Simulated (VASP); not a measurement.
A run of VASP 6.6.1 is set up as follows.

The input INCAR:

```
SYSTEM = Ni3Ge
ALGO     = Fast           ! electronic algorithm
EDIFF    = 1E-7           ! SCF threshold, eV
ENCUT    = 520            ! plane-wave cutoff, eV
GGA      = PS             ! functional
ISIF     = 2              ! what is computed and relaxed
ISMEAR   = 0              ! smearing method
LASPH    = .TRUE.         ! aspherical terms in the spheres
LCHARG   = .TRUE.         ! write CHGCAR
LELF     = .TRUE.         ! ELF
LREAL    = .FALSE.        ! projectors in reciprocal space
LVHAR    = .TRUE.       
LWAVE    = .FALSE.        ! write WAVECAR
NBANDS   = 30             ! bands
NELM     = 60             ! most SCF steps
PREC     = Accurate       ! precision mode
SIGMA    = 0.15           ! smearing width, eV
```

The input KPOINTS:

```
k-points
0
G
  14 14 14
  0 0 0
```

POSCAR

```
Ni3Ge
1.0
    3.5249142772      0.0000000000      0.0000000000
    0.0000000000      3.5249142772      0.0000000000
    0.0000000000      0.0000000000      3.5249142772
Ni Ge
3 1
Direct
    0.5000000000      0.0000000000      0.5000000000
    0.0000000000      0.5000000000      0.5000000000
    0.5000000000      0.5000000000      0.0000000000
   -0.0056738968      0.0000000000      0.0000000000
```

Potentials or basis: VASP PAW PBE potentials, release 64 (Ni, Ge_d).

The run is started by

```bash
$ cat potpaw_PBE.64/Ni/POTCAR potpaw_PBE.64/Ge_d/POTCAR > POTCAR
$ mpirun -np 1 vasp_std > vasp.out
```

Question: Predict the band gap on the k mesh.

Answer: Zero (bands 22 and 23 overlap by 0.23 eV).

Question: Predict the largest force.

Answer: 0.138 eV/Å.

Question: Estimate the pressure.

Answer: 0.2 GPa.

Forces on the atoms (eV/Å):
```
Ni  -0.077  0.000  0.000
Ni   0.017  0.000  0.000
Ni  -0.077  0.000  0.000
Ge   0.138  0.000  0.000
```

Caveat: the cell differs from its parent crystal (atom 4 (Ge) moved -0.020 Å along Cartesian [1 0 0]); the PAW data sets were made with another functional, which shifts forces and pressure a little. Spin polarisation is off, so any magnetic state and its effect on volume and gap are missing.
